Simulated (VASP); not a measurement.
# ZrB (Fm-3m) in VASP: settings compared, part 2 of 2

VASP 6.6.1. The steps go on from the part before.

## Step 5: Single point, RPBE

This run uses another cell than the first one, of 14.99 Å³/atom, 1.064 times its volume.

Input file INCAR:

```
  PREC = Accurate
  ENCUT = 520
  EDIFF = 1E-6
  ISMEAR = -1
  SIGMA = 0.05
  LREAL = F
  LASPH = T
  NELM = 80
  ALGO = Normal
  ISIF = 2
  LWAVE = F
  LCHARG = T
  GGA = RP
  LELF = T
  LVHAR = T
  NBANDS = 14
```

Input file KPOINTS:

```
Automatic mesh
0
Gamma
  10 10 10
```

Input file POSCAR:

```
ZrB
1.0
    0.0000000000      2.4657802227      2.4657802227
    2.4657802227      0.0000000000      2.4657802227
    2.4657802227      2.4657802227      0.0000000000
Zr B
1 1
Direct
    0.0000000000      0.0000000000      0.0000000000
    0.5000000000      0.5000000000      0.5000000000
```

Potentials or basis: VASP PAW PBE potentials, release 64 (Zr_sv, B).

Launch:

```console
cat potpaw_PBE.64/Zr_sv/POTCAR potpaw_PBE.64/B/POTCAR > POTCAR
mpirun -np 1 vasp_std > vasp.out
```

OUTCAR:

```text
PREC = Accurate
   ENCUT = 520
   EDIFF = 1E-6
   ISMEAR = -1
   LREAL = F
   LASPH = T
   NELM = 80
   ISIF = 2
   GGA = RP

 ion  position               nearest neighbor table
   1  0.000  0.000  0.000-   2 2.47   2 2.47   2 2.47   2 2.47   2 2.47   2 2.47
   2  0.500  0.500  0.500-   1 2.47   1 2.47   1 2.47   1 2.47   1 2.47   1 2.47

  LATTYP: Found a face centered cubic cell.
 ALAT       =     4.9315604454

  Lattice vectors:

 A1 = (   0.0000000000,   2.4657802227,   2.4657802227)
 A2 = (   2.4657802227,   0.0000000000,   2.4657802227)
 A3 = (   2.4657802227,   2.4657802227,   0.0000000000)

Analysis of symmetry for initial positions (statically):
=====================================================================
 Subroutine PRICEL returns:
 Original cell was already a primitive cell.

 Routine SETGRP: Setting up the symmetry group for a
 face centered cubic supercell.

 Subroutine GETGRP returns: Found 48 space group operations
 (whereof 48 operations were pure point group operations)
 out of a pool of 48 trial point group operations.

The static configuration has the point symmetry O_h .

Analysis of symmetry for dynamics (positions and initial velocities):
=====================================================================
 Subroutine PRICEL returns:
 Original cell was already a primitive cell.

 Routine SETGRP: Setting up the symmetry group for a
 face centered cubic supercell.

 Subroutine GETGRP returns: Found 48 space group operations
 (whereof 48 operations were pure point group operations)
 out of a pool of 48 trial point group operations.

The dynamic configuration has the point symmetry O_h .

 Subroutine INISYM returns: Found 48 space group operations
 (whereof 48 operations are pure point group operations),
 and found     1 'primitive' translations

----------------------------------------------------------------------------------------

                                     Primitive cell

  volume of cell :      29.9842

  direct lattice vectors                    reciprocal lattice vectors
     0.000000000  2.465780223  2.465780223    -0.202775574  0.202775574  0.202775574
     2.465780223  0.000000000  2.465780223     0.202775574 -0.202775574  0.202775574
     2.465780223  2.465780223  0.000000000     0.202775574  0.202775574 -0.202775574

  length of vectors
     3.487139833  3.487139833  3.487139833     0.351217597  0.351217597  0.351217597

  position of ions in fractional coordinates (direct lattice)
     0.000000000  0.000000000  0.000000000
     0.500000000  0.500000000  0.500000000

  ion indices of the primitive-cell ions
   primitive index   ion index
                 1           1
                 2           2

----------------------------------------------------------------------------------------

 KPOINTS: Automatic mesh

Automatic generation of k-mesh.
 Grid dimensions read from file:
 generate k-points for:   10   10   10

 Generating k-lattice:

  Cartesian coordinates                     Fractional coordinates (reciprocal lattice)
    -0.020277557  0.020277557  0.020277557     0.100000000  0.000000000  0.000000000
     0.020277557 -0.020277557  0.020277557     0.000000000  0.100000000  0.000000000
     0.020277557  0.020277557 -0.020277557     0.000000000  0.000000000  0.100000000

  Length of vectors
     0.035121760  0.035121760  0.035121760

  Shift w.r.t. Gamma in fractional coordinates (k-lattice)
     0.000000000  0.000000000  0.000000000

 Subroutine IBZKPT returns following result:
 ===========================================

 Found     47 irreducible k-points:

 Following reciprocal coordinates:
            Coordinates               Weight
  0.000000  0.000000  0.000000      1.000000
  0.100000  0.000000  0.000000      8.000000
  0.200000  0.000000  0.000000      8.000000
  0.300000  0.000000  0.000000      8.000000
  0.400000  0.000000  0.000000      8.000000
  0.500000  0.000000  0.000000      4.000000
[... 16 lines left out ...]
  0.300000  0.300000  0.000000      6.000000
  0.400000  0.300000  0.000000     24.000000
 [... further k-points ...]
   k-points           NKPTS =     47   k-points in BZ     NKDIM =     47   number of bands    NBANDS=     14
   number of dos      NEDOS =    301   number of ions     NIONS =      2
   total plane-waves  NPLWV =  21952
   dimension x,y,z NGX =    28 NGY =   28 NGZ =   28
   dimension x,y,z NGXF=    56 NGYF=   56 NGZF=   56
   ions per type =               1   1
   NGX,Y,Z   is equivalent  to a cutoff of  13.35, 13.35, 13.35 a.u.
   NGXF,Y,Z  is equivalent  to a cutoff of  26.70, 26.70, 26.70 a.u.
 SYSTEM =  unknown system
   PREC   = accura    normal or accurate (medium, high low for compatibility)
   ISTART =      0    job   : 0-new  1-cont  2-samecut
   ICHARG =      2    charge: 1-file 2-atom 10-const
   ISPIN  =      1    spin polarized calculation?
   LNONCOLLINEAR =      F non collinear calculations
   LSORBIT =      F    spin-orbit coupling
   LASPH  =      T    aspherical Exc in radial PAW
   ENCUT  =  520.0 eV  38.22 Ry    6.18 a.u.   6.48  6.48  6.48*2*pi/ulx,y,z
   NELM   =     80;   NELMIN=  2; NELMDL= -5     # of ELM steps
   EDIFF  = 0.1E-05   stopping-criterion for ELM
   LREAL  =      F    real-space projection
   EDIFFG = 0.1E-04   stopping-criterion for IOM
   NSW    =      0    number of steps for IOM
   IBRION =     -1    ionic relax: 0-MD 1-quasi-New 2-CG
   NFREE  =      0    steps in history (QN), initial steepest desc. (CG)
   ISIF   =      2    stress and relaxation
   ISYM   =      2    0-nonsym 1-usesym 2-fastsym
   POTIM  = 0.5000    time-step for ionic-motion
   TEBEG  =    0.0;   TEEND  =   0.0 temperature during run
   PSTRESS=    0.0 pullay stress
   NELECT =      15.0000    total number of electrons
   NUPDOWN=      -1.0000    fix difference up-down
   EMIN   =  10.00;   EMAX   =-10.00  energy-range for DOS
   EFERMI =   0.00;   METHOD = LEGACY
   ISMEAR =    -1;   SIGMA  =   0.05  broadening in eV -4-tet -1-fermi 0-gaus
   EFERMI_NEDOS =   21; number of points for ismear=-14 and -15
   IALGO  =     38    algorithm
   IMIX   =      4    mixing-type and parameters
     AMIX     =   0.40;   BMIX     =  1.00
     AMIX_MAG =   1.60;   BMIX_MAG =  1.00
  volume/ion in A,a.u.               =      14.99       101.17
  Fermi-wavevector in a.u.,A,eV,Ry     =   1.299594  2.455876 22.979471  1.688943
  Thomas-Fermi vector in A             =   2.430847
   LORBIT       =      0    0 simple, 1 ext, 2 COOP (PROOUT), +10 PAW based schemes
   GGA     = RP    functional components
   LHFCALC =     F    Hartree Fock is set to
   AEXX    =    0.0000 exact exchange contribution
   IVDW    =     0    specifies the selected vdW correction
   LEPSILON=     F    determine dielectric tensor
   LRPA    =     F    only Hartree local field effects (RPA)
 non-spin polarized calculation
  energy-cutoff  :      520.00
  volume of cell :       29.98
 maximum number of plane-waves:       869
 NGX is ok and might be reduce to    28
   NGX = 13   NGY = 13   NGZ = 13

 number of electron      15.0000000 magnetization

 Free energy of the ion-electron system (eV)
  ---------------------------------------------------
  ext. energy  EPLUGINS =         0.00000000
  ---------------------------------------------------
  free energy    TOTEN  =       -15.28347736 eV

  energy without entropy =      -15.27064603  energy(sigma->0) =      -15.27706170

 E-fermi :   7.3815     XC(G=0): -11.3386

 val. band max:        7.3394795375   @ k =   0.5000   0.3000   0.1000
 cond. band min:       7.3848352974   @ k =  -0.2000   0.1000   0.0000
 fundamental gap:      0.0453557599
 Fermi energy:         7.3814547207

 k-point     1 :       0.0000    0.0000    0.0000
  band No.  band energies     occupation
      1     -40.2038      2.00000
      2     -18.0329      2.00000
      3     -18.0329      2.00000
      4     -18.0329      2.00000
      5      -0.6468      2.00000
      6       9.1260      0.00000
      7       9.1260      0.00000
      8       9.1260      0.00000
      9      10.4610      0.00000
     10      10.4610      0.00000
     11      10.7854      0.00000
     12      10.7854      0.00000
     13      10.7854      0.00000
     14      18.0648      0.00000
[... 375 lines left out ...]
 k-point    24 :       0.4000    0.3000    0.0000
  band No.  band energies     occupation
      1     -40.1468      2.00000
      2     -18.4030      2.00000
      3     -18.1833      2.00000
      4     -18.1679      2.00000
      5       1.4031      2.00000
      6       5.6704      2.00000
      7       6.8663      1.99993
      8       8.4766      0.00000
      9       9.1815      0.00000
     10      11.9779      0.00000
     11      13.2947      0.00000
     12      13.5315      0.00000
     13      16.7696      0.00000
     14      18.9881      0.00000

 [... further k-points ...]
[... 5 lines left out ...]
  --------------------------------------------------------------------------------------
  -------------------------------------------------------------------------------------
  Total        0.0097581      0.0097581      0.0097581      0.0000000      0.0000000     -0.0000000
  in kB        0.5214152      0.5214152      0.5214152      0.0000000      0.0000000     -0.0000000
  external PRESSURE =       0.5214152 kB  Pullay stress =       0.0000000 kB

 VOLUME and BASIS-vectors are now :
 -----------------------------------------------------------------------------
  energy-cutoff  :      520.00
  volume of cell :       29.98
      direct lattice vectors                 reciprocal lattice vectors
     0.000000000  2.465780223  2.465780223    -0.202775574  0.202775574  0.202775574
     2.465780223  0.000000000  2.465780223     0.202775574 -0.202775574  0.202775574
     2.465780223  2.465780223  0.000000000     0.202775574  0.202775574 -0.202775574

 POSITION                                       TOTAL-FORCE (eV/Angst)
 -----------------------------------------------------------------------------------
      0.00000      0.00000      0.00000         0.000000      0.000000     -0.000000
      2.46578      2.46578      2.46578         0.000000      0.000000      0.000000
 -----------------------------------------------------------------------------------
    total drift:                               -0.000000      0.000000      0.000000

  FREE ENERGIE OF THE ION-ELECTRON SYSTEM (eV)
  ---------------------------------------------------
  free  energy   TOTEN  =       -15.2834773645 eV

  energy  without entropy=      -15.2706460341  energy(sigma->0) =      -15.27706170
```

stdout:

```text
POSCAR found type information on POSCAR ZrB
 POSCAR found :  2 types and       2 ions
 scaLAPACK will be used
 -----------------------------------------------------------------------------
|                                                                             |
|                                                                             |
|     You enforced a specific xc type in the INCAR file but a different       |
|     I HOPE YOU KNOW WHAT YOU ARE DOING!                                     |
|                                                                             |
 -----------------------------------------------------------------------------

 LDA part: xc-table for (Slater+PW92), standard interpolation
 POSCAR, INCAR and KPOINTS ok, starting setup
 FFT: planning ... GRIDC
 FFT: planning ... GRID_SOFT
 FFT: planning ... GRID
 WAVECAR not read
 entering main loop
```

Wall time 23 s (1 thread of Intel Xeon 6975P-C, shared host); peak memory 0.17 GiB.

Results:

```
Free energy : -15.2835 eV
Pressure    : 0.1 GPa
```

Levels at points of the mesh, in eV from the Fermi level:
| k point | band 5 | band 6 | band 7 | band 8 | band 9 | band 10 | band 11 | band 12 |
| --- | --- | --- | --- | --- | --- | --- | --- | --- |
| (0.00, 0.00, 0.00) | -8.03 | 1.74 | 1.74 | 1.74 | 3.08 | 3.08 | 3.40 | 3.40 |
| (0.50, 0.00, 0.00) | -4.28 | -3.75 | -1.13 | -1.13 | 4.74 | 4.74 | 5.98 | 7.39 |
| (0.50, 0.50, 0.00) | -6.10 | -0.84 | -0.72 | 2.01 | 2.01 | 4.45 | 5.62 | 5.62 |

Caveat: the PAW data sets were made with another functional, which shifts forces and pressure a little.

## Step 6: Summary

```tsv
level	potentials or basis	cell	gap on the mesh (eV)	pressure (GPa)
LDA	VASP PAW LDA potentials, release 64 (Zr_sv, B)	a = 3.415 Å, angles 60.0°, 2 atoms	none	0.3
PBEsol	VASP PAW PBE potentials, release 64 (Zr_sv, B)	a = 3.438 Å, angles 60.0°, 2 atoms	none	0.2
PBE	VASP PAW PBE potentials, release 64 (Zr_sv, B)	a = 3.467 Å, angles 60.0°, 2 atoms	none	0.1
RPBE	VASP PAW PBE potentials, release 64 (Zr_sv, B)	a = 3.487 Å, angles 60.0°, 2 atoms	none	0.1
```

Alike in all rows: task single point; no spin polarisation; k mesh 10 × 10 × 10; cutoff (eV) 520; smearing fermi-dirac 0.05 eV.

Caveats: the PAW data sets were made with another functional, which shifts forces and pressure a little (some runs).

Total energies depend on the potentials used, so only differences within one code and one set of settings carry meaning.
